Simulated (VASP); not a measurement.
Input of a VASP 6.6.1 run:

INCAR

```
  PREC = Accurate
  ENCUT = 520
  EDIFF = 1E-6
  ISMEAR = 0
  SIGMA = 0.01
  LREAL = F
  LASPH = T
  NELM = 80
  ALGO = Normal
  ISIF = 2
  LWAVE = F
  LCHARG = F
  GGA = PS
  NBANDS = 15
```

The input KPOINTS:

```
Automatic mesh
0
Gamma
  6 6 6
```

Contents of POSCAR:

```
RbBr
1.0
    4.0700851177      0.0000000000      0.0000000000
    0.0000000000      4.0700851177      0.0000000000
    0.0000000000      0.0000000000      4.0904355433
Rb Br
1 1
Direct
    0.0000000000      0.0000000000      0.0000000000
    0.5000000000      0.5000000000      0.5000000000
```

Potentials or basis: VASP PAW PBE potentials, release 64 (Rb_sv, Br).

Launch:

```sh
$ cat potpaw_PBE.64/Rb_sv/POTCAR potpaw_PBE.64/Br/POTCAR > POTCAR
$ mpirun -np 1 vasp_std > vasp.out
```

Q: Estimate the band gap on the k mesh.

A: 4.01 eV (least direct gap 4.17 eV).

Q: What does it give for the pressure?

A: 0.0 GPa.

Stress tensor (GPa, compression positive):
```
 0.04  0.00  0.00
 0.00  0.04  0.00
 0.00  0.00 -0.11
```

Caveat: the cell differs from its parent crystal (z stretched by +0.5 %, x and y held); the PAW data sets were made with another functional, which shifts forces and pressure a little. A k mesh can miss the band edges.
